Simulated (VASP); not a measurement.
# Si7Ge (P1) in VASP: a series of runs

Runs on Si7Ge. Level: PBEsol. Tasks: single point.

Program: VASP 6.6.1. These are calculated values, not measurements. Logs are shortened: lines on timing, memory, paths and dates and some standing lists are left out, and cuts for length are marked.

## (1) The cell of the first run

The typed cell holds 8 atoms: a = 5.465 Å, b = 5.465 Å, c = 5.465 Å, α = 90.00°, β = 90.00°, γ = 90.00°.

## (2) Single point, PBEsol (atoms moved at random)

INCAR reads:

```
PREC = Accurate ; ENCUT = 520
EDIFF = 1E-7 ; ISMEAR = 0
SIGMA = 0.03 ; LREAL = False
LASPH = True ; NELM = 100
ALGO = Normal ; ISIF = 2
LWAVE = False ; LCHARG = False
GGA = PS ; NBANDS = 31
```

KPOINTS reads:

```
Automatic mesh
0
Gamma
  6 6 6
```

POSCAR reads:

```
Si7Ge
1.0
    5.4653950700      0.0000000000      0.0000000000
    0.0000000000      5.4653950700      0.0000000000
    0.0000000000      0.0000000000      5.4653950700
Si Ge
7 1
Direct
    0.2433933071      0.2321963861      0.3105344144
    0.0171980511      0.5266336735      0.5129008380
    0.4936848110      0.4972533719      0.0017001971
    0.4743318643      0.0384712666      0.5070697245
    0.7708123345      0.2301504086      0.6978460025
    0.7446965690      0.7203556178      0.2382738530
    0.2626378453      0.7453881147      0.7152658296
   -0.0067547824      0.0095511608      0.0164091408
```

Potentials or basis: VASP PAW PBE potentials, release 64 (Si, Ge_d).

On the command line:

```
$ cat potpaw_PBE.64/Si/POTCAR potpaw_PBE.64/Ge_d/POTCAR > POTCAR
$ mpirun -np 1 vasp_std > vasp.out
```

OUTCAR:

```text
PREC = Accurate
   ENCUT = 520
   EDIFF = 1E-7
   ISMEAR = 0
   LREAL = False
   LASPH = True
   NELM = 100
   ISIF = 2
   GGA = PS

 ion  position               nearest neighbor table
   1  0.243  0.232  0.311-   4 1.97   2 2.31   8 2.44   3 2.61
   2  0.017  0.527  0.513-   7 2.11   1 2.31   5 2.34   6 2.36
   3  0.494  0.497  0.002-   6 2.25   7 2.43   1 2.61   5 2.68
   4  0.474  0.038  0.507-   1 1.97   5 2.19   7 2.28   6 2.71
   5  0.771  0.230  0.698-   4 2.19   2 2.34   8 2.44   3 2.68
   6  0.745  0.720  0.238-   3 2.25   2 2.36   8 2.41   4 2.71
   7  0.263  0.745  0.715-   2 2.11   4 2.28   3 2.43   8 2.64
   8  0.993  0.010  0.016-   6 2.41   1 2.44   5 2.44   7 2.64

  LATTYP: Found a simple cubic cell.
 ALAT       =     5.4653950700

  Lattice vectors:

 A1 = (   5.4653950700,   0.0000000000,   0.0000000000)
 A2 = (   0.0000000000,   5.4653950700,   0.0000000000)
 A3 = (   0.0000000000,   0.0000000000,   5.4653950700)

Analysis of symmetry for initial positions (statically):
=====================================================================
 Subroutine PRICEL returns:
 Original cell was already a primitive cell.

 Routine SETGRP: Setting up the symmetry group for a
 simple cubic supercell.

 Subroutine GETGRP returns: Found  1 space group operations
 (whereof  1 operations were pure point group operations)
 out of a pool of 48 trial point group operations.

The static configuration has the point symmetry C_1 .

Analysis of symmetry for dynamics (positions and initial velocities):
=====================================================================
 Subroutine PRICEL returns:
 Original cell was already a primitive cell.

 Routine SETGRP: Setting up the symmetry group for a
 simple cubic supercell.

 Subroutine GETGRP returns: Found  1 space group operations
 (whereof  1 operations were pure point group operations)
 out of a pool of 48 trial point group operations.

The dynamic configuration has the point symmetry C_1 .

 Subroutine INISYM returns: Found  1 space group operations
 (whereof  1 operations are pure point group operations),
 and found     1 'primitive' translations

----------------------------------------------------------------------------------------

                                     Primitive cell

  volume of cell :     163.2543

  direct lattice vectors                    reciprocal lattice vectors
     5.465395070  0.000000000  0.000000000     0.182969390  0.000000000  0.000000000
     0.000000000  5.465395070  0.000000000     0.000000000  0.182969390  0.000000000
     0.000000000  0.000000000  5.465395070     0.000000000  0.000000000  0.182969390

  length of vectors
     5.465395070  5.465395070  5.465395070     0.182969390  0.182969390  0.182969390

  position of ions in fractional coordinates (direct lattice)
     0.243393307  0.232196386  0.310534414
     0.017198051  0.526633674  0.512900838
     0.493684811  0.497253372  0.001700197
     0.474331864  0.038471267  0.507069724
     0.770812335  0.230150409  0.697846003
     0.744696569  0.720355618  0.238273853
     0.262637845  0.745388115  0.715265830
     0.993245218  0.009551161  0.016409141

  ion indices of the primitive-cell ions
   primitive index   ion index
                 1           1
                 2           2
                 3           3
                 4           4
                 5           5
                 6           6
                 7           7
                 8           8

----------------------------------------------------------------------------------------

 KPOINTS: Automatic mesh

Automatic generation of k-mesh.
 Grid dimensions read from file:
 generate k-points for:    6    6    6

 Generating k-lattice:

  Cartesian coordinates                     Fractional coordinates (reciprocal lattice)
     0.030494898  0.000000000  0.000000000     0.166666667  0.000000000  0.000000000
     0.000000000  0.030494898  0.000000000     0.000000000  0.166666667  0.000000000
     0.000000000  0.000000000  0.030494898     0.000000000  0.000000000  0.166666667

  Length of vectors
     0.030494898  0.030494898  0.030494898

  Shift w.r.t. Gamma in fractional coordinates (k-lattice)
     0.000000000  0.000000000  0.000000000

 Subroutine IBZKPT returns following result:
 ===========================================

 Found    112 irreducible k-points:

 Following reciprocal coordinates:
            Coordinates               Weight
  0.000000  0.000000  0.000000      1.000000
  0.166667  0.000000  0.000000      2.000000
  0.000000  0.166667  0.000000      2.000000
  0.000000  0.000000  0.166667      2.000000
  0.333333  0.000000  0.000000      2.000000
  0.000000  0.333333  0.000000      2.000000
[... 16 lines left out ...]
  0.000000 -0.333333  0.166667      2.000000
 -0.166667  0.000000  0.333333      2.000000
 [... further k-points ...]
   k-points           NKPTS =    112   k-points in BZ     NKDIM =    112   number of bands    NBANDS=     31
   number of dos      NEDOS =    301   number of ions     NIONS =      8
   total plane-waves  NPLWV =  74088
   dimension x,y,z NGX =    42 NGY =   42 NGZ =   42
   dimension x,y,z NGXF=    84 NGYF=   84 NGZF=   84
   ions per type =               7   1
   NGX,Y,Z   is equivalent  to a cutoff of  12.78, 12.78, 12.78 a.u.
   NGXF,Y,Z  is equivalent  to a cutoff of  25.55, 25.55, 25.55 a.u.
 SYSTEM =  unknown system
   PREC   = accura    normal or accurate (medium, high low for compatibility)
   ISTART =      0    job   : 0-new  1-cont  2-samecut
   ICHARG =      2    charge: 1-file 2-atom 10-const
   ISPIN  =      1    spin polarized calculation?
   LNONCOLLINEAR =      F non collinear calculations
   LSORBIT =      F    spin-orbit coupling
   LASPH  =      T    aspherical Exc in radial PAW
   ENCUT  =  520.0 eV  38.22 Ry    6.18 a.u.  10.16 10.16 10.16*2*pi/ulx,y,z
   NELM   =    100;   NELMIN=  2; NELMDL= -5     # of ELM steps
   EDIFF  = 0.1E-06   stopping-criterion for ELM
   LREAL  =      F    real-space projection
   EDIFFG = 0.1E-05   stopping-criterion for IOM
   NSW    =      0    number of steps for IOM
   IBRION =     -1    ionic relax: 0-MD 1-quasi-New 2-CG
   NFREE  =      0    steps in history (QN), initial steepest desc. (CG)
   ISIF   =      2    stress and relaxation
   ISYM   =      2    0-nonsym 1-usesym 2-fastsym
   POTIM  = 0.5000    time-step for ionic-motion
   TEBEG  =    0.0;   TEEND  =   0.0 temperature during run
   PSTRESS=    0.0 pullay stress
   NELECT =      42.0000    total number of electrons
   NUPDOWN=      -1.0000    fix difference up-down
   EMIN   =  10.00;   EMAX   =-10.00  energy-range for DOS
   EFERMI =   0.00;   METHOD = LEGACY
   ISMEAR =     0;   SIGMA  =   0.03  broadening in eV -4-tet -1-fermi 0-gaus
   EFERMI_NEDOS =   21; number of points for ismear=-14 and -15
   IALGO  =     38    algorithm
   IMIX   =      4    mixing-type and parameters
     AMIX     =   0.40;   BMIX     =  1.00
     AMIX_MAG =   1.60;   BMIX_MAG =  1.00
  volume/ion in A,a.u.               =      20.41       137.71
  Fermi-wavevector in a.u.,A,eV,Ry     =   1.041205  1.967593 14.750191  1.084108
  Thomas-Fermi vector in A             =   2.175816
   LORBIT       =      0    0 simple, 1 ext, 2 COOP (PROOUT), +10 PAW based schemes
   GGA     = PS    functional components
   LHFCALC =     F    Hartree Fock is set to
   AEXX    =    0.0000 exact exchange contribution
   IVDW    =     0    specifies the selected vdW correction
   LEPSILON=     F    determine dielectric tensor
   LRPA    =     F    only Hartree local field effects (RPA)
 non-spin polarized calculation
 Gauss-broadening in eV      SIGMA  =   0.03
  energy-cutoff  :      520.00
  volume of cell :      163.25
 maximum number of plane-waves:      4436
 NGX is ok and might be reduce to    42
   NGX = 21   NGY = 21   NGZ = 21

 number of electron      41.9999990 magnetization

 Free energy of the ion-electron system (eV)
  ---------------------------------------------------
  ext. energy  EPLUGINS =         0.00000000
  ---------------------------------------------------
  free energy    TOTEN  =       -41.97461559 eV

  energy without entropy =      -41.97443300  energy(sigma->0) =      -41.97452430

 E-fermi :   5.7943     XC(G=0):  -9.6382

 val. band max:        5.7626282623   @ k =   0.3333  -0.1667   0.3333
 cond. band min:       5.8217898614   @ k =   0.1667  -0.1667   0.1667
 fundamental gap:      0.0591615991
 Fermi energy:         5.7942800032

 k-point     1 :       0.0000    0.0000    0.0000
  band No.  band energies     occupation
      1     -18.5225      2.00000
      2     -18.5164      2.00000
      3     -18.5134      2.00000
      4     -18.5005      2.00000
      5     -18.4935      2.00000
      6      -6.6814      2.00000
[... 23 lines left out ...]
     30       8.2610      0.00000
     31       8.7446      0.00000

 k-point     2 :       0.1667    0.0000    0.0000
  band No.  band energies     occupation
      1     -18.5226      2.00000
      2     -18.5164      2.00000
      3     -18.5134      2.00000
      4     -18.5005      2.00000
      5     -18.4935      2.00000
      6      -6.5671      2.00000
[... 23 lines left out ...]
     30       8.9928      0.00000
     31       9.1534      0.00000

 k-point     3 :       0.0000    0.1667    0.0000
  band No.  band energies     occupation
      1     -18.5226      2.00000
      2     -18.5165      2.00000
      3     -18.5134      2.00000
      4     -18.5005      2.00000
      5     -18.4935      2.00000
      6      -6.5652      2.00000
[... 23 lines left out ...]
     30       8.9929      0.00000
     31       9.2184      0.00000

 k-point     4 :       0.0000    0.0000    0.1667
  band No.  band energies     occupation
      1     -18.5226      2.00000
      2     -18.5165      2.00000
      3     -18.5134      2.00000
      4     -18.5005      2.00000
      5     -18.4935      2.00000
      6      -6.5769      2.00000
[... 23 lines left out ...]
     30       9.0000      0.00000
     31       9.1215      0.00000

 k-point     5 :       0.3333    0.0000    0.0000
  band No.  band energies     occupation
      1     -18.5226      2.00000
      2     -18.5164      2.00000
      3     -18.5134      2.00000
      4     -18.5004      2.00000
      5     -18.4935      2.00000
      6      -6.2366      2.00000
[... 23 lines left out ...]
     30       9.8603      0.00000
     31      10.3002      0.00000
[... 542 lines left out ...]
     30      10.0846      0.00000
     31      10.1556      0.00000

 k-point    22 :       0.0000    0.1667    0.3333
  band No.  band energies     occupation
      1     -18.5226      2.00000
      2     -18.5165      2.00000
      3     -18.5134      2.00000
      4     -18.5005      2.00000
      5     -18.4934      2.00000
      6      -6.1823      2.00000
[... 23 lines left out ...]
     30       9.8710      0.00000
     31      10.3739      0.00000

 k-point    23 :       0.0000   -0.3333    0.1667
  band No.  band energies     occupation
      1     -18.5226      2.00000
      2     -18.5165      2.00000
      3     -18.5134      2.00000
      4     -18.5004      2.00000
      5     -18.4934      2.00000
      6      -6.1229      2.00000
[... 23 lines left out ...]
     30      10.0553      0.00000
     31      10.1376      0.00000

 k-point    24 :      -0.1667    0.0000    0.3333
  band No.  band energies     occupation
      1     -18.5226      2.00000
      2     -18.5165      2.00000
      3     -18.5134      2.00000
      4     -18.5005      2.00000
      5     -18.4934      2.00000
      6      -6.1971      2.00000
[... 23 lines left out ...]
     30      10.0928      0.00000
     31      10.3597      0.00000

 [... further k-points ...]

------------------------ aborting loop because EDIFF is reached ----------------------------------------

  FORCE on cell =-STRESS in cart. coord.  units (eV):
  Direction    XX          YY          ZZ          XY          YZ          ZX
  --------------------------------------------------------------------------------------
  -------------------------------------------------------------------------------------
  Total        6.6281913      4.1548416      2.1637832      1.1397363     -1.9168538      9.3781665
  in kB       65.0490462     40.7756008     21.2353608     11.1853679    -18.8119962     92.0372939
  external PRESSURE =      42.3533359 kB  Pullay stress =       0.0000000 kB

 VOLUME and BASIS-vectors are now :
 -----------------------------------------------------------------------------
  energy-cutoff  :      520.00
  volume of cell :      163.25
      direct lattice vectors                 reciprocal lattice vectors
     5.465395070  0.000000000  0.000000000     0.182969390  0.000000000  0.000000000
     0.000000000  5.465395070  0.000000000     0.000000000  0.182969390  0.000000000
     0.000000000  0.000000000  5.465395070     0.000000000  0.000000000  0.182969390

 POSITION                                       TOTAL-FORCE (eV/Angst)
 -----------------------------------------------------------------------------------
      1.33024      1.26904      1.69719        -3.575954      4.251708     -5.568229
      0.09399      2.87826      2.80321        -2.503594     -1.645788     -1.841777
      2.69818      2.71769      0.00929        -0.402726     -1.621469     -0.949699
      2.59241      0.21026      2.77134         4.338493     -5.208626      1.793888
      4.21279      1.25786      3.81400         0.471469      1.601450      2.841899
      4.07006      3.93703      1.30226         0.049753      1.705476      0.773102
      1.43542      4.07384      3.90921         1.364833      1.732667      3.752978
      5.42848      0.05220      0.08968         0.257727     -0.815419     -0.802162
 -----------------------------------------------------------------------------------
    total drift:                               -0.000476      0.001358     -0.000726

  FREE ENERGIE OF THE ION-ELECTRON SYSTEM (eV)
  ---------------------------------------------------
  free  energy   TOTEN  =       -41.9746155894 eV

  energy  without entropy=      -41.9744330010  energy(sigma->0) =      -41.97452430
```

It took 16 min on 1 thread of Intel Xeon 8259CL, shared host; peak memory 0.58 GiB.

What came out:

| Property | Result |
| --- | --- |
| Free energy | -41.9746 eV |
| Pressure | 4.2 GPa |
| Largest force | 7.866 eV/Å |
| Band gap on the k mesh | zero (bands 21 and 22 overlap by 0.33 eV) |

Forces on the atoms (eV/Å):
```
Si  -3.576  4.252 -5.568
Si  -2.504 -1.646 -1.842
Si  -0.403 -1.621 -0.950
Si   4.338 -5.209  1.794
Si   0.471  1.601  2.842
Si   0.050  1.705  0.773
Si   1.365  1.733  3.753
Ge   0.258 -0.815 -0.802
```

Caveat: the cell differs from its parent crystal (atoms moved at random); the cell stands under pressure; semilocal functionals underestimate gaps, and a narrow one can read as zero; the PAW data sets were made with another functional, which shifts forces and pressure a little.

[end of part 1 of 2]

The gap in the log of VASP goes by the Fermi energy; the results here count the filled bands.